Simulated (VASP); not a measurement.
# Lu (Fd-3m) in VASP: further runs

Lu is run at these levels: BLYP; tasks: single point.

All numbers are computed with VASP 6.6.1; they aren't measurements. Logs are shortened: lines on timing, memory, paths and dates and some standing lists are left out, and cuts for length are marked.

**1. The cell of the first run**

It takes space group Fd-3m (No. 227, cubic). Conventional cell: a = 7.299 Å, b = 7.299 Å, c = 7.299 Å, α = 90.00°, β = 90.00°, γ = 90.00°. Lu (site symmetry -43m) has 4 Lu at 3.16 Å within 4.2 Å.

This isn't the form of Lu at room conditions, which is hcp.

**2. Single point, BLYP (48.60 Å³/atom)**

Contents of INCAR:

```
SYSTEM = Lu
AGGAC = 1.0 ; AGGAX = 1.0
ALDAC = 0.0 ; ALDAX = 1.0
ALGO = Normal ; EDIFF = 1E-6
ENCUT = 520 ; GGA = B5
ISIF = 2 ; ISMEAR = -1
LASPH = .TRUE. ; LCHARG = .FALSE.
LREAL = .FALSE. ; LWAVE = .FALSE.
NBANDS = 32 ; NELM = 100
PREC = Accurate ; SIGMA = 0.1
```

Contents of KPOINTS:

```
k-points
0
G
  8 8 8
  0 0 0
```

Contents of POSCAR:

```
Lu
1.0
    0.0000000000      3.6492707641      3.6492707641
    3.6492707641      0.0000000000      3.6492707641
    3.6492707641      3.6492707641      0.0000000000
Lu
2
Direct
    0.1250000000      0.1250000000      0.1250000000
    0.8750000000      0.8750000000      0.8750000000
```

Potentials or basis: VASP PAW PBE potentials, release 64 (Lu).

Launch:

```sh
> cat potpaw_PBE.64/Lu/POTCAR > POTCAR
> mpirun -np 1 vasp_std > vasp.out
```

OUTCAR:

```text
SYSTEM = Lu
   EDIFF = 1E-6
   ENCUT = 520
   GGA = B5
   ISIF = 2
   ISMEAR = -1
   LASPH = .TRUE.
   LREAL = .FALSE.
   NELM = 100
   PREC = Accurate

 ion  position               nearest neighbor table
   1  0.125  0.125  0.125-   2 3.16   2 3.16   2 3.16   2 3.16
   2  0.875  0.875  0.875-   1 3.16   1 3.16   1 3.16   1 3.16

  LATTYP: Found a face centered cubic cell.
 ALAT       =     7.2985415282

  Lattice vectors:

 A1 = (   0.0000000000,   3.6492707641,   3.6492707641)
 A2 = (   3.6492707641,   0.0000000000,   3.6492707641)
 A3 = (   3.6492707641,   3.6492707641,   0.0000000000)

Analysis of symmetry for initial positions (statically):
=====================================================================
 Subroutine PRICEL returns:
 Original cell was already a primitive cell.

 Routine SETGRP: Setting up the symmetry group for a
 face centered cubic supercell.

 Subroutine GETGRP returns: Found 48 space group operations
 (whereof 12 operations were pure point group operations)
 out of a pool of 48 trial point group operations.

The static configuration has the point symmetry D_3d.
 The point group associated with its full space group is O_h .

Analysis of symmetry for dynamics (positions and initial velocities):
=====================================================================
 Subroutine PRICEL returns:
 Original cell was already a primitive cell.

 Routine SETGRP: Setting up the symmetry group for a
 face centered cubic supercell.

 Subroutine GETGRP returns: Found 48 space group operations
 (whereof 12 operations were pure point group operations)
 out of a pool of 48 trial point group operations.

The dynamic configuration has the point symmetry D_3d.
 The point group associated with its full space group is O_h .

 Subroutine INISYM returns: Found 48 space group operations
 (whereof 12 operations are pure point group operations),
 and found     1 'primitive' translations

----------------------------------------------------------------------------------------

                                     Primitive cell

  volume of cell :      97.1960

  direct lattice vectors                    reciprocal lattice vectors
     0.000000000  3.649270764  3.649270764    -0.137013675  0.137013675  0.137013675
     3.649270764  0.000000000  3.649270764     0.137013675 -0.137013675  0.137013675
     3.649270764  3.649270764  0.000000000     0.137013675  0.137013675 -0.137013675

  length of vectors
     5.160848207  5.160848207  5.160848207     0.237314647  0.237314647  0.237314647

[... 73 lines left out ...]
   ICHARG =      2    charge: 1-file 2-atom 10-const
   ISPIN  =      1    spin polarized calculation?
   LNONCOLLINEAR =      F non collinear calculations
   LSORBIT =      F    spin-orbit coupling
   LASPH  =      T    aspherical Exc in radial PAW
   ENCUT  =  520.0 eV  38.22 Ry    6.18 a.u.   9.60  9.60  9.60*2*pi/ulx,y,z
   NELM   =    100;   NELMIN=  2; NELMDL= -5     # of ELM steps
   EDIFF  = 0.1E-05   stopping-criterion for ELM
   LREAL  =      F    real-space projection
   EDIFFG = 0.1E-04   stopping-criterion for IOM
   NSW    =      0    number of steps for IOM
   IBRION =     -1    ionic relax: 0-MD 1-quasi-New 2-CG
   NFREE  =      0    steps in history (QN), initial steepest desc. (CG)
   ISIF   =      2    stress and relaxation
   ISYM   =      2    0-nonsym 1-usesym 2-fastsym
   POTIM  = 0.5000    time-step for ionic-motion
   TEBEG  =    0.0;   TEEND  =   0.0 temperature during run
   PSTRESS=    0.0 pullay stress
   NELECT =      50.0000    total number of electrons
   NUPDOWN=      -1.0000    fix difference up-down
   EMIN   =  10.00;   EMAX   =-10.00  energy-range for DOS
   EFERMI =   0.00;   METHOD = LEGACY
   ISMEAR =    -1;   SIGMA  =   0.10  broadening in eV -4-tet -1-fermi 0-gaus
   EFERMI_NEDOS =   21; number of points for ismear=-14 and -15
   IALGO  =     38    algorithm
   IMIX   =      4    mixing-type and parameters
     AMIX     =   0.40;   BMIX     =  1.00
     AMIX_MAG =   1.60;   BMIX_MAG =  1.00
  volume/ion in A,a.u.               =      48.60       327.96
  Fermi-wavevector in a.u.,A,eV,Ry     =   1.311743  2.478835 23.411132  1.720670
  Thomas-Fermi vector in A             =   2.442183
   LORBIT       =      0    0 simple, 1 ext, 2 COOP (PROOUT), +10 PAW based schemes
   GGA     = B5    functional components
   LHFCALC =     F    Hartree Fock is set to
   AEXX    =    0.0000 exact exchange contribution
   IVDW    =     0    specifies the selected vdW correction
   LEPSILON=     F    determine dielectric tensor
   LRPA    =     F    only Hartree local field effects (RPA)
 non-spin polarized calculation
  energy-cutoff  :      520.00
  volume of cell :       97.20
 maximum number of plane-waves:      2685
 NGX is ok and might be reduce to    40
   NGX = 19   NGY = 19   NGZ = 19

 number of electron      50.0000014 magnetization

 Free energy of the ion-electron system (eV)
  ---------------------------------------------------
  ext. energy  EPLUGINS =         0.00000000
  ---------------------------------------------------
  free energy    TOTEN  =        -3.78942807 eV

  energy without entropy =       -3.62138120  energy(sigma->0) =       -3.70540463

 E-fermi :   0.5742     XC(G=0):  -7.6755

 val. band max:        0.5604201259   @ k =  -0.3750   0.2500   0.0000
 cond. band min:       0.5925722715   @ k =  -0.2500   0.1250   0.0000
 fundamental gap:      0.0321521456
 Fermi energy:         0.5742088822

 k-point     1 :       0.0000    0.0000    0.0000
  band No.  band energies     occupation
      1     -56.2386      2.00000
      2     -56.1741      2.00000
      3     -27.2176      2.00000
      4     -27.2176      2.00000
      5     -27.2176      2.00000
      6     -26.9084      2.00000
[... 829 lines left out ...]
     31       3.0867      0.00000
     32       4.2559      0.00000

 [... further k-points ...]
[... 5 lines left out ...]
  --------------------------------------------------------------------------------------
  -------------------------------------------------------------------------------------
  Total        0.9448825      0.9448825      0.9448825      0.0000000      0.0000000     -0.0000000
  in kB       15.5754323     15.5754323     15.5754323      0.0000000      0.0000000     -0.0000000
  external PRESSURE =      15.5754323 kB  Pullay stress =       0.0000000 kB

 VOLUME and BASIS-vectors are now :
 -----------------------------------------------------------------------------
  energy-cutoff  :      520.00
  volume of cell :       97.20
      direct lattice vectors                 reciprocal lattice vectors
     0.000000000  3.649270764  3.649270764    -0.137013675  0.137013675  0.137013675
     3.649270764  0.000000000  3.649270764     0.137013675 -0.137013675  0.137013675
     3.649270764  3.649270764  0.000000000     0.137013675  0.137013675 -0.137013675

 POSITION                                       TOTAL-FORCE (eV/Angst)
 -----------------------------------------------------------------------------------
      0.91232      0.91232      0.91232        -0.000000     -0.000000     -0.000000
      6.38622      6.38622      6.38622         0.000000      0.000000      0.000000
 -----------------------------------------------------------------------------------
    total drift:                                0.000000      0.000000     -0.000000

  FREE ENERGIE OF THE ION-ELECTRON SYSTEM (eV)
  ---------------------------------------------------
  free  energy   TOTEN  =        -3.7894280657 eV

  energy  without entropy=       -3.6213811951  energy(sigma->0) =       -3.70540463
```

It took 2 min on 1 thread of AMD EPYC 7R13 (Zen 3), shared host; peak memory 0.25 GiB.

Results:

```
Free energy            : -3.7894 eV
Pressure               : 1.6 GPa
Band gap on the k mesh : zero (bands 25 and 26 overlap by 1.09 eV)
```

Caveat: the PAW data sets were made with another functional, which shifts forces and pressure a little; spin-orbit coupling is left out, which moves the levels of the heavy elements.

**3. Single point, BLYP (50.81 Å³/atom)**

This run uses another cell than the first one, of 50.81 Å³/atom.

Contents of INCAR:

```
SYSTEM = Lu
PREC     = Accurate       ! precision mode
ENCUT    = 520            ! plane-wave cutoff, eV
EDIFF    = 1E-6           ! SCF threshold, eV
ISMEAR   = -1             ! smearing method
SIGMA    = 0.1            ! smearing width, eV
LREAL    = .False.        ! projectors in reciprocal space
LASPH    = .True.         ! aspherical terms in the spheres
NELM     = 100            ! most SCF steps
ALGO     = Normal         ! electronic algorithm
ISIF     = 2              ! what is computed and relaxed
LWAVE    = .False.        ! write WAVECAR
LCHARG   = .False.        ! write CHGCAR
GGA      = B5             ! functional
ALDAX    = 1.0          
AGGAX    = 1.0          
AGGAC    = 1.0          
ALDAC    = 0.0          
NBANDS   = 32             ! bands
```

Contents of KPOINTS:

```
Automatic mesh
0
Gamma
  8 8 8
  0 0 0
```

Contents of POSCAR:

```
Lu
1.0
    0.0000000000      3.7037455231      3.7037455231
    3.7037455231      0.0000000000      3.7037455231
    3.7037455231      3.7037455231      0.0000000000
Lu
2
Direct
    0.1250000000      0.1250000000      0.1250000000
    0.8750000000      0.8750000000      0.8750000000
```

Potentials or basis: VASP PAW PBE potentials, release 64 (Lu).

Launch:

```sh
> cat potpaw_PBE.64/Lu/POTCAR > POTCAR
> mpirun -np 1 vasp_std > vasp.out
```

Wall time 1.8 min (1 thread of AMD EPYC 7R13 (Zen 3), shared host); peak memory 0.25 GiB.

The run converged. Its results:

| Quantity | Value |
| --- | --- |
| Free energy | -3.8261 eV |
| Pressure | 1.0 GPa |
| Band gap on the k mesh | zero (bands 25 and 26 overlap by 0.97 eV) |

Levels at points of the mesh, in eV from the Fermi level:
```
           k point  band 21  band 22  band 23  band 24  band 25  band 26  band 27  band 28
(0.00, 0.00, 0.00)    -5.78    -5.78    -4.37     0.32     0.32     0.44     0.44     0.44
(0.50, 0.00, 0.00)    -5.78    -5.78    -2.86    -0.83     0.21     0.28     0.28     0.61
(0.50, 0.50, 0.00)    -5.79    -5.79    -1.53    -1.53    -0.48    -0.48     0.75     0.75
```

Caveat: the PAW data sets were made with another functional, which shifts forces and pressure a little; spin-orbit coupling is left out, which moves the levels of the heavy elements.

**4. Single point, BLYP (53.02 Å³/atom)**

This run uses another cell than the first one, of 53.02 Å³/atom.

Contents of INCAR:

```
SYSTEM = Lu
  AGGAC = 1.0
  AGGAX = 1.0
  ALDAC = 0.0
  ALDAX = 1.0
  ALGO = Normal
  EDIFF = 1E-6
  ENCUT = 520
  GGA = B5
  ISIF = 2
  ISMEAR = -1
  LASPH = .True.
  LCHARG = .True.
  LELF = .True.
  LREAL = .False.
  LVHAR = .True.
  LWAVE = .False.
  NBANDS = 32
  NELM = 60
  PREC = Accurate
  SIGMA = 0.1
```

Contents of KPOINTS:

```
k-points
0
Gamma
  8 8 8
  0 0 0
```

Contents of POSCAR:

```
Lu
1.0
    0.0000000000      3.7566633229      3.7566633229
    3.7566633229      0.0000000000      3.7566633229
    3.7566633229      3.7566633229      0.0000000000
Lu
2
Direct
    0.1250000000      0.1250000000      0.1250000000
    0.8750000000      0.8750000000      0.8750000000
```

Potentials or basis: VASP PAW PBE potentials, release 64 (Lu).

Launch:

```sh
> cat potpaw_PBE.64/Lu/POTCAR > POTCAR
> mpirun -np 1 vasp_std > vasp.out
```

OUTCAR:

```text
SYSTEM = Lu
   EDIFF = 1E-6
   ENCUT = 520
   GGA = B5
   ISIF = 2
   ISMEAR = -1
   LASPH = .True.
   LREAL = .False.
   NELM = 60
   PREC = Accurate

 ion  position               nearest neighbor table
   1  0.125  0.125  0.125-   2 3.25   2 3.25   2 3.25   2 3.25
   2  0.875  0.875  0.875-   1 3.25   1 3.25   1 3.25   1 3.25

  LATTYP: Found a face centered cubic cell.
 ALAT       =     7.5133266458

  Lattice vectors:

 A1 = (   0.0000000000,   3.7566633229,   3.7566633229)
 A2 = (   3.7566633229,   0.0000000000,   3.7566633229)
 A3 = (   3.7566633229,   3.7566633229,   0.0000000000)

[... 188 lines left out ...]
      5     -27.5062      2.00000
      6     -27.2679      2.00000
[... 829 lines left out ...]
     31       2.7090      0.00000
     32       3.7687      0.00000

 [... further k-points ...]
[... 5 lines left out ...]
  --------------------------------------------------------------------------------------
  -------------------------------------------------------------------------------------
  Total        0.3288068      0.3288068      0.3288068      0.0000000      0.0000000     -0.0000000
  in kB        4.9683766      4.9683766      4.9683766      0.0000000      0.0000000     -0.0000000
  external PRESSURE =       4.9683766 kB  Pullay stress =       0.0000000 kB

 VOLUME and BASIS-vectors are now :
 -----------------------------------------------------------------------------
  energy-cutoff  :      520.00
  volume of cell :      106.03
      direct lattice vectors                 reciprocal lattice vectors
     0.000000000  3.756663323  3.756663323    -0.133096835  0.133096835  0.133096835
     3.756663323  0.000000000  3.756663323     0.133096835 -0.133096835  0.133096835
     3.756663323  3.756663323  0.000000000     0.133096835  0.133096835 -0.133096835

 POSITION                                       TOTAL-FORCE (eV/Angst)
 -----------------------------------------------------------------------------------
      0.93917      0.93917      0.93917         0.000000      0.000000      0.000000
      6.57416      6.57416      6.57416        -0.000000     -0.000000     -0.000000
 -----------------------------------------------------------------------------------
    total drift:                                0.000000      0.000000     -0.000000

  FREE ENERGIE OF THE ION-ELECTRON SYSTEM (eV)
  ---------------------------------------------------
  free  energy   TOTEN  =        -3.8474262352 eV

  energy  without entropy=       -3.6650593568  energy(sigma->0) =       -3.75624280
```

OSZICAR:

```text
N       E                     dE             d eps       ncg     rms          rms(c)
DAV:   1     0.329367491430E+03    0.32937E+03   -0.19926E+04  2504   0.478E+03
DAV:   2     0.388596641851E+02   -0.29051E+03   -0.28026E+03  2160   0.603E+02
DAV:   3     0.212811715004E+01   -0.36732E+02   -0.35912E+02  2496   0.140E+02
DAV:   4    -0.370381650636E+01   -0.58319E+01   -0.57104E+01  2960   0.341E+01
DAV:   5    -0.392507701179E+01   -0.22126E+00   -0.22074E+00  2800   0.663E+00    0.305E+00
DAV:   6    -0.384266344562E+01    0.82414E-01   -0.50828E-01  3088   0.728E+00    0.107E+00
DAV:   7    -0.384490706412E+01   -0.22436E-02   -0.55472E-02  2840   0.122E+00    0.288E-01
DAV:   8    -0.384669797239E+01   -0.17909E-02   -0.67920E-03  2816   0.634E-01    0.119E-01
DAV:   9    -0.384742786549E+01   -0.72989E-03   -0.15612E-03  2456   0.209E-01    0.343E-02
DAV:  10    -0.384742915042E+01   -0.12849E-05   -0.24334E-04  2808   0.112E-01    0.194E-02
DAV:  11    -0.384742540502E+01    0.37454E-05   -0.21295E-05  2584   0.278E-02    0.262E-03
DAV:  12    -0.384742623525E+01   -0.83023E-06   -0.32702E-06  2144   0.123E-02
   1 F= -.38474262E+01 E0= -.37562428E+01  d E =-.182367E+00
```

stdout:

```text
POSCAR found type information on POSCAR Lu
 POSCAR found :  1 types and       2 ions
 scaLAPACK will be used
 -----------------------------------------------------------------------------
|                                                                             |
|                                                                             |
|     You enforced a specific xc type in the INCAR file but a different       |
|     I HOPE YOU KNOW WHAT YOU ARE DOING!                                     |
|                                                                             |
 -----------------------------------------------------------------------------

 LDA part: xc-table for (Slater(with rela. corr.)+VWN5), standard interpolation
 POSCAR, INCAR and KPOINTS ok, starting setup
 FFT: planning ... GRIDC
 FFT: planning ... GRID_SOFT
 FFT: planning ... GRID
 WAVECAR not read
 entering main loop
```

Wall time 2 min (1 thread of AMD EPYC 7R13 (Zen 3), shared host); peak memory 0.26 GiB.

Results:

```
Free energy            : -3.8474 eV
Pressure               : 0.5 GPa
Band gap on the k mesh : zero (bands 25 and 26 overlap by 0.88 eV)
```

Caveat: the PAW data sets were made with another functional, which shifts forces and pressure a little; spin-orbit coupling is left out, which moves the levels of the heavy elements.

**5. Single point, BLYP**

This run uses another cell than the first one, of 55.22 Å³/atom.

Contents of INCAR:

```
SYSTEM = Lu
AGGAC = 1.0
AGGAX = 1.0
ALDAC = 0.0
ALDAX = 1.0
ALGO = Normal
EDIFF = 1E-6
ENCUT = 520
GGA = B5
ISIF = 2
ISMEAR = -1
LASPH = .True.
LCHARG = .False.
LREAL = .False.
LWAVE = .False.
NBANDS = 32
NELM = 80
PREC = Accurate
SIGMA = 0.1
```

KPOINTS is that of step 4.

Contents of POSCAR:

```
Lu
1.0
    0.0000000000      3.8081308599      3.8081308599
    3.8081308599      0.0000000000      3.8081308599
    3.8081308599      3.8081308599      0.0000000000
Lu
2
Direct
    0.1250000000      0.1250000000      0.1250000000
    0.8750000000      0.8750000000      0.8750000000
```

Launch:

```sh
> cat potpaw_PBE.64/Lu/POTCAR > POTCAR
> mpirun -np 1 vasp_std > vasp.out
```

Wall time 1.9 min (1 thread of AMD EPYC 7R13 (Zen 3), shared host); peak memory 0.27 GiB.

Results (log left out):

```
Free energy            : -3.8551 eV
Pressure               : 0.0 GPa
Band gap on the k mesh : zero (bands 25 and 26 overlap by 0.81 eV)
```

Levels at points of the mesh, in eV from the Fermi level:
| k point | band 21 | band 22 | band 23 | band 24 | band 25 | band 26 | band 27 | band 28 |
| --- | --- | --- | --- | --- | --- | --- | --- | --- |
| (0.00, 0.00, 0.00) | -5.93 | -5.92 | -4.29 | 0.33 | 0.33 | 0.35 | 0.35 | 0.35 |
| (0.50, 0.00, 0.00) | -5.93 | -5.93 | -2.91 | -0.93 | 0.18 | 0.29 | 0.29 | 0.53 |
| (0.50, 0.50, 0.00) | -5.94 | -5.94 | -1.67 | -1.67 | -0.40 | -0.40 | 0.66 | 0.66 |

Caveat: the PAW data sets were made with another functional, which shifts forces and pressure a little; spin-orbit coupling is left out, which moves the levels of the heavy elements.

**6. Summary**

```tsv
cell	gap on the mesh (eV)	pressure (GPa)
a = 5.161 Å, angles 60.0°, 2 atoms	none	1.6
a = 5.238 Å, angles 60.0°, 2 atoms	none	1.0
a = 5.313 Å, angles 60.0°, 2 atoms	none	0.5
a = 5.386 Å, angles 60.0°, 2 atoms	none	0.0
```

Alike in all rows: task single point; level BLYP; potentials or basis VASP PAW PBE potentials, release 64 (Lu); no spin polarisation; k mesh 8 × 8 × 8; cutoff (eV) 520; smearing fermi-dirac 0.1 eV.

Caveats: the PAW data sets were made with another functional, which shifts forces and pressure a little; spin-orbit coupling is left out, which moves the levels of the heavy elements.

Absolute energies hang on the potentials; compare differences alone.

The gap in the log of VASP goes by the Fermi energy; the results here count the filled bands.